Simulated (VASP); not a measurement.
# Mg3PbO (P1) in VASP: relaxation of cell and atoms with PBEsol

Aim: the relaxation of cell and atoms of Mg3PbO with PBEsol.

Everything below comes from runs of VASP 6.6.1. Logs are shortened: lines on timing, memory, paths and dates and some standing lists are left out, and cuts for length are marked.

## (1) The cell of the first run

The typed cell holds 10 atoms: a = 4.426 Å, b = 8.822 Å, c = 4.384 Å, α = 88.24°, β = 89.48°, γ = 90.71°.

## (2) Relaxation of cell and atoms, PBEsol

INCAR reads:

```
ALGO = Normal ; EDIFF = 1E-6
EDIFFG = -0.01 ; ENCUT = 600
GGA = PS ; IBRION = 2
ISIF = 3 ; ISMEAR = -1
LASPH = T ; LCHARG = F
LREAL = F ; LWAVE = F
NELM = 100 ; NSW = 100
PREC = Accurate ; SIGMA = 0.05
```

KPOINTS reads:

```
k-points
0
Gamma
  4 2 4
```

POSCAR reads:

```
Mg3PbO
1.0
    4.4258056877     -0.0276097642      0.0202714539
   -0.0552195284      8.8206471388      0.1355859463
    0.0202714539      0.0677929732      4.3834243840
Pb O Mg
2 2 6
Direct
    0.0304582916     -0.0188788477     -0.0079296318
   -0.0170291042      0.5063992776      0.0111962780
    0.5104134875      0.2342655844      0.5125262407
    0.4796441228      0.7505997810      0.4866041297
    0.5039163898      0.2408847850     -0.0110398818
    0.5130556901     -0.0015667989      0.4606507721
   -0.0051892645      0.2725330571      0.4844653015
    0.5064212814      0.7571857794     -0.0093527505
    0.4716106314      0.5096009104      0.4740042014
   -0.0096072516      0.7385219454      0.4951819460
```

Potentials or basis: VASP PAW PBE potentials, release 64 (Pb_d, O, Mg).

Launch:

```console
$ cat potpaw_PBE.64/Pb_d/POTCAR potpaw_PBE.64/O/POTCAR potpaw_PBE.64/Mg/POTCAR > POTCAR
$ mpirun -np 1 vasp_std > vasp.out
```

OUTCAR:

```text
EDIFF = 1E-6
   EDIFFG = -0.01
   ENCUT = 600
   GGA = PS
   IBRION = 2
   ISIF = 3
   ISMEAR = -1
   LASPH = T
   LREAL = F
   NELM = 100
   NSW = 100
   PREC = Accurate

 ion  position               nearest neighbor table
   1  0.030  0.981  0.992-   8 2.91   6 2.98   8 3.03  10 3.03   6 3.07   5 3.09  10 3.11   6 3.15
                             6 3.28   5 3.29   7 3.35   7 3.41
   2  0.983  0.506  0.011-   7 2.88   9 2.98  10 2.99  10 3.00   9 3.03   8 3.08   7 3.14   5 3.14
                             9 3.18   8 3.18   9 3.28   5 3.31
   3  0.510  0.234  0.513-   5 2.09   6 2.10   7 2.17   5 2.29   7 2.31   9 2.44
   4  0.480  0.751  0.487-   9 2.13  10 2.17   8 2.18   6 2.19   8 2.22  10 2.26
   5  0.504  0.241  0.989-   3 2.09   3 2.29   6 2.93   1 3.09   7 3.09   7 3.10   7 3.14   2 3.14
                             7 3.18   6 3.20   9 3.23   9 3.24   1 3.29   2 3.31
   6  0.513  0.998  0.461-   3 2.10   4 2.19   5 2.93   1 2.98   8 3.01   1 3.07   8 3.10  10 3.14
                             1 3.15   5 3.20   7 3.21  10 3.24   1 3.28   7 3.36
   7  0.995  0.273  0.484-   3 2.17   3 2.31   2 2.88   9 2.95   5 3.09   5 3.10   5 3.14   9 3.14
                             2 3.14   5 3.18   6 3.21   1 3.35   6 3.36   1 3.41
   8  0.506  0.757  0.991-   4 2.18   4 2.22   1 2.91   9 3.00   6 3.01   1 3.03  10 3.05   2 3.08
                            10 3.10   6 3.10  10 3.16  10 3.17   2 3.18   9 3.20
   9  0.472  0.510  0.474-   4 2.13   3 2.44   7 2.95  10 2.96   2 2.98   8 3.00   2 3.03  10 3.04
                             7 3.14   2 3.18   8 3.20   5 3.23   5 3.24   2 3.28
  10  0.990  0.739  0.495-   4 2.17   4 2.26   9 2.96   2 2.99   2 3.00   1 3.03   9 3.04   8 3.05
                             8 3.10   1 3.11   6 3.14   8 3.16   8 3.17   6 3.24

  LATTYP: Found a triclinic cell.
 ALAT       =     4.4259382300
 B/A-ratio  =     1.4139228636
 C/A-ratio  =     3.4882102628
 COS(alpha) =     0.0003417239
 COS(beta)  =     0.5752883601
 COS(gamma) =     0.7136320086

  Lattice vectors:

 A1 = (   4.4258056877,  -0.0276097642,   0.0202714539)
 A2 = (   4.4460771416,   0.0401832090,   4.4036958379)
 A3 = (   8.8662879960,  -9.0114526136,  -8.8618918065)

Analysis of symmetry for initial positions (statically):
=====================================================================
 Subroutine PRICEL returns:
 Original cell was already a primitive cell.

 Routine SETGRP: Setting up the symmetry group for a
 triclinic supercell.

 Subroutine GETGRP returns: Found  1 space group operations
 (whereof  1 operations were pure point group operations)
 out of a pool of  2 trial point group operations.

The static configuration has the point symmetry C_1 .

Analysis of symmetry for dynamics (positions and initial velocities):
[... 129 lines left out ...]
   ISYM   =      2    0-nonsym 1-usesym 2-fastsym
   POTIM  = 0.5000    time-step for ionic-motion
   TEBEG  =    0.0;   TEEND  =   0.0 temperature during run
   PSTRESS=    0.0 pullay stress
   NELECT =      52.0000    total number of electrons
   NUPDOWN=      -1.0000    fix difference up-down
   EMIN   =  10.00;   EMAX   =-10.00  energy-range for DOS
   EFERMI =   0.00;   METHOD = LEGACY
   ISMEAR =    -1;   SIGMA  =   0.05  broadening in eV -4-tet -1-fermi 0-gaus
   EFERMI_NEDOS =   21; number of points for ismear=-14 and -15
   IALGO  =     38    algorithm
   IMIX   =      4    mixing-type and parameters
     AMIX     =   0.40;   BMIX     =  1.00
     AMIX_MAG =   1.60;   BMIX_MAG =  1.00
  volume/ion in A,a.u.               =      17.11       115.44
  Fermi-wavevector in a.u.,A,eV,Ry     =   1.100738  2.080092 16.485134  1.211623
  Thomas-Fermi vector in A             =   2.237154
   LORBIT       =      0    0 simple, 1 ext, 2 COOP (PROOUT), +10 PAW based schemes
   GGA     = PS    functional components
   LHFCALC =     F    Hartree Fock is set to
   AEXX    =    0.0000 exact exchange contribution
   IVDW    =     0    specifies the selected vdW correction
   LEPSILON=     F    determine dielectric tensor
   LRPA    =     F    only Hartree local field effects (RPA)
 conjugate gradient relaxation of ions
 non-spin polarized calculation
  energy-cutoff  :      600.00
  volume of cell :      171.07
 maximum number of plane-waves:      5732
   NGX = 17   NGY = 35   NGZ = 17

--------------------------------------- Ionic step        1  -------------------------------------------

 number of electron      51.9999999 magnetization

 Free energy of the ion-electron system (eV)
  ---------------------------------------------------
  ext. energy  EPLUGINS =         0.00000000
  ---------------------------------------------------
  free energy    TOTEN  =       -38.15149877 eV

  energy without entropy =      -38.13899537  energy(sigma->0) =      -38.14524707

------------------------ aborting loop because EDIFF is reached ----------------------------------------

  FORCE on cell =-STRESS in cart. coord.  units (eV):
  Direction    XX          YY          ZZ          XY          YZ          ZX
  --------------------------------------------------------------------------------------
  -------------------------------------------------------------------------------------
  Total       -0.7005822      0.4721362     -0.1628480      0.2371130     -1.6937095     -0.2931996
  in kB       -6.5613492      4.4218237     -1.5251636      2.2206975    -15.8625505     -2.7459806
  external PRESSURE =      -1.2215630 kB  Pullay stress =       0.0000000 kB
[... 113 lines left out ...]
  FREE ENERGIE OF THE ION-ELECTRON SYSTEM (eV)
  ---------------------------------------------------
  free  energy   TOTEN  =       -38.5007097586 eV

  energy  without entropy=      -38.4923758239  energy(sigma->0) =      -38.49654279

[... ionic steps 4 to 11 ...]

--------------------------------------- Ionic step       12  -------------------------------------------

 number of electron      51.9999999 magnetization

------------------------ aborting loop because EDIFF is reached ----------------------------------------
[... 83 lines left out ...]
--------------------------------------- Ionic step       14  -------------------------------------------

 number of electron      51.9999998 magnetization

 Free energy of the ion-electron system (eV)
  ---------------------------------------------------
  ext. energy  EPLUGINS =         0.00000000
  ---------------------------------------------------
  free energy    TOTEN  =       -38.60783474 eV

  energy without entropy =      -38.60365662  energy(sigma->0) =      -38.60574568

 E-fermi :   6.2334     XC(G=0): -10.1971

 val. band max:        6.0062829186   @ k =   0.5000   0.5000   0.0000
 cond. band min:       6.4251340628   @ k =   0.5000   0.5000   0.5000
 fundamental gap:      0.4188511442
 Fermi energy:         6.2334235685

 k-point     1 :       0.0000    0.0000    0.0000
  band No.  band energies     occupation
      1     -13.5145      2.00000
      2     -13.4590      2.00000
      3     -10.3279      2.00000
      4     -10.3278      2.00000
      5     -10.3239      2.00000
      6     -10.3169      2.00000
[... 726 lines left out ...]
  FREE ENERGIE OF THE ION-ELECTRON SYSTEM (eV)
  ---------------------------------------------------
  free  energy   TOTEN  =       -38.6078347438 eV

  energy  without entropy=      -38.6036566155  energy(sigma->0) =      -38.60574568

 reached required accuracy - stopping structural energy minimisation
```

It took 11 min on 1 thread of AMD EPYC 9R45 (Zen 5), shared host; peak memory 0.35 GiB.

What came out:

- Free energy: -38.6078 eV
- Relaxed volume: 16.72 Å³/atom
- Relaxed cell: a = 4.372 Å, b = 8.744 Å, c = 4.373 Å, α = 89.99°, β = 90.00°, γ = 90.00°
- Space group after relaxing (to 0.1 Å): Pm-3m (No. 221)
- Energy gained by relaxing: 45.6 meV/atom
- Ionic steps: 14
- Pressure after relaxing: 0.0 GPa
- Largest force after relaxing: 0.010 eV/Å
- Band gap on the k mesh: 0.42 eV

Forces on the atoms (eV/Å):
```
Pb  -0.009  0.001 -0.001
Pb   0.004 -0.002 -0.001
O   -0.004 -0.004 -0.006
O    0.005 -0.003  0.003
Mg   0.000 -0.001  0.002
Mg  -0.006  0.002 -0.001
Mg   0.002  0.009  0.002
Mg   0.001  0.004  0.003
Mg   0.004 -0.004 -0.003
Mg   0.004 -0.002  0.002
```

Step by step:
| step | energy change (eV) | largest force (eV/Å) | pressure (GPa) | volume (Å³) |
| --- | --- | --- | --- | --- |
| 1 | 0.0000 | 0.9716 | -0.12 | 171.07 |
| 2 | -0.1776 | 0.7139 | -0.49 | 170.73 |
| 3 | -0.3492 | 0.3107 | -0.76 | 169.89 |
| 4 | -0.4060 | 0.2599 | 0.27 | 166.96 |
| 5 | -0.4208 | 0.1980 | 1.24 | 164.61 |
| 6 | -0.4464 | 0.1071 | -0.14 | 167.54 |
| 7 | -0.4465 | 0.1069 | -0.05 | 167.33 |
| 8 | -0.4521 | 0.0692 | -0.07 | 167.34 |
| 9 | -0.4543 | 0.0572 | -0.08 | 167.36 |
| 10 | -0.4556 | 0.0323 | 0.10 | 166.93 |
| 11 | -0.4557 | 0.0270 | 0.17 | 166.77 |
| 12 | -0.4561 | 0.0219 | -0.13 | 167.47 |
| 13 | -0.4562 | 0.0185 | -0.03 | 167.22 |
| 14 | -0.4563 | 0.0095 | -0.02 | 167.18 |

Final structure:
```
Pb O Mg
1.0
     4.37218   -0.00025    0.00008
     0.00118    8.74421   -0.00019
    -0.00040    0.00121    4.37274
Pb O Mg
2 2 6
Direct
  0.99915 0.99892 0.98968
  0.99782 0.49899 0.98974
  0.49862 0.24902 0.49003
  0.49805 0.74908 0.48940
  0.49857 0.24903 0.98968
  0.49902 0.99891 0.48969
  0.99843 0.24868 0.48968
  0.49810 0.74884 0.98936
  0.49785 0.49903 0.48981
  0.99809 0.74904 0.48924
```

Caveat: the PAW data sets were made with another functional, which shifts forces and pressure a little; spin-orbit coupling is left out, which moves the levels of the heavy elements.
